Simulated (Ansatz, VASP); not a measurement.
## Zn: VASP beside Ansatz

INCAR

```
SYSTEM = Zn
PREC = Accurate
ENCUT = 520
EDIFF = 1E-6
ISMEAR = -1
SIGMA = 0.1
LREAL = .False.
LASPH = .True.
NELM = 100
ALGO = Normal
ISIF = 2
LWAVE = .False.
LCHARG = .True.
LELF = .True.
LVHAR = .True.
NBANDS = 19
```

Contents of KPOINTS:

```
regular mesh
0
Gamma
  23 23 11
  0 0 0
```

POSCAR

```
Zn
1.0
    2.6048059734      0.0000000000      0.0000000000
   -1.3024029867      2.2558281449      0.0000000000
    0.0000000000      0.0000000000      4.7985163189
Zn
2
Direct
    0.3333333333      0.6666666667      0.2500000000
    0.6666666667      0.3333333333      0.7500000000
```

Input for Ansatz:

```yaml
crystal:
  lattice:
    - [2.6048059677, 0.0, 0.0]
    - [-1.3024029839, 2.25582814, 0.0]
    - [0.0, 0.0, 4.7985163362]
  atoms:
    - { symbol: Zn, position: [0.3333333333, 0.6666666667, 0.25] }
    - { symbol: Zn, position: [0.6666666667, 0.3333333333, 0.75] }
hamiltonian:
  xc: lda
  pseudopotentials:
    kind: paw
    azcp:
      Zn: "pseudopotentials/Zn.paw.azcp"
basis:
  ecutwfc: 420
  fft_grid_basis: typed
kpoints:
  mp_grid: { grid: [23, 23, 11], shift: [0, 0, 0] }
magnetization:
  spin_polarized: false
scf:
  occupations: { method: fermi_dirac, width: 0.1 }
output:
  stress: true
```

Alike in both runs: task single point; functional LDA; k mesh 23 × 23 × 11; occupations fermi-dirac, width 0.1 eV; no spin polarisation.

```csv
,VASP,Ansatz
version,VASP 6.6.1,Ansatz 0.2.0
potentials or method,"VASP PAW LDA potentials, release 64 (Zn), cutoff 520 eV","plane waves (420 eV) with PAW, scalar-relativistic"
valence electrons in the cell,24,24
```

VASP gave:

* pressure (GPa): -3.1
* traceless stress, the component that is largest in VASP (GPa): 0.72

Estimate Ansatz's values.

pressure (GPa): -3.7; traceless stress, the component that is largest in VASP (GPa): 0.94.

Ansatz warns that its potentials were made for another functional, while VASP's fit it. LDA's correlation is that of Perdew and Zunger in VASP and of Perdew and Wang (1992) in Ansatz.
